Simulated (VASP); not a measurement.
## Ti: single point with PBEsol

Ti:

```
CELL_PARAMETERS angstrom
-2.00289 1.64333 1.46630
1.64333 -2.00289 1.46630
3.64299 3.64299 -2.12483
ATOMIC_POSITIONS crystal
Ti 0.95841 0.04159 0.00000
Ti 0.79159 0.20841 0.50000
```

This cell differs from its parent crystal: volume scaled by 1.08.

- Program: VASP 6.6.1
- Task: single point
- Functional: PBEsol
- Potentials or basis: VASP PAW PBE potentials, release 64 (Ti_sv)
- Cutoff: 520 eV
- k mesh: 16 × 16 × 8
- Occupations: fermi-dirac, width 0.1 eV
- Spin: no spin polarisation
- Dipole correction: no
- Further INCAR settings: ALGO = Normal; EDIFF = 1e-06; NBANDS = 19

```yaml
Pressure: -8.1 GPa
Band_gap_on_the_k_mesh: zero (band 12 reaches 8.54 eV, above the bottom of band 13 at 7.46 eV)
```

Stress tensor (GPa, compression positive):
```
-8.13 -0.09 -0.04
-0.09 -8.13 -0.04
-0.04 -0.04 -8.04
```

Levels at points of the mesh, in eV from the Fermi level:
```tsv
k point	band 8	band 9	band 10	band 11	band 12	band 13	band 14	band 15	band 16	band 17
(0.00, 0.00, 0.00)	-32.65	-6.09	-2.57	0.71	0.77	0.77	0.89	1.24	1.24	1.57
(0.50, 0.00, 0.00)	-32.79	-2.42	-2.42	-0.74	-0.74	1.25	1.26	1.68	1.68	3.34
(0.50, 0.50, 0.00)	-32.72	-2.28	-2.03	-1.72	-0.63	0.49	0.61	1.15	3.21	3.43
(0.00, 0.00, 0.50)	-32.70	-4.28	-4.28	0.12	0.12	0.68	0.68	0.68	0.68	2.69
(0.50, 0.00, 0.50)	-32.72	-2.28	-2.03	-1.72	-0.63	0.49	0.62	1.15	3.21	3.43
(0.50, 0.50, 0.50)	-32.79	-2.42	-2.42	-0.74	-0.74	1.25	1.25	1.68	1.68	3.34
```

Run time: 5.9 min on 1 thread of Oxide Virtual Turin-like Processor, on a shared host, peak memory 0.37 GiB.

Caveat: the PAW data sets were made with another functional, which shifts forces and pressure a little.
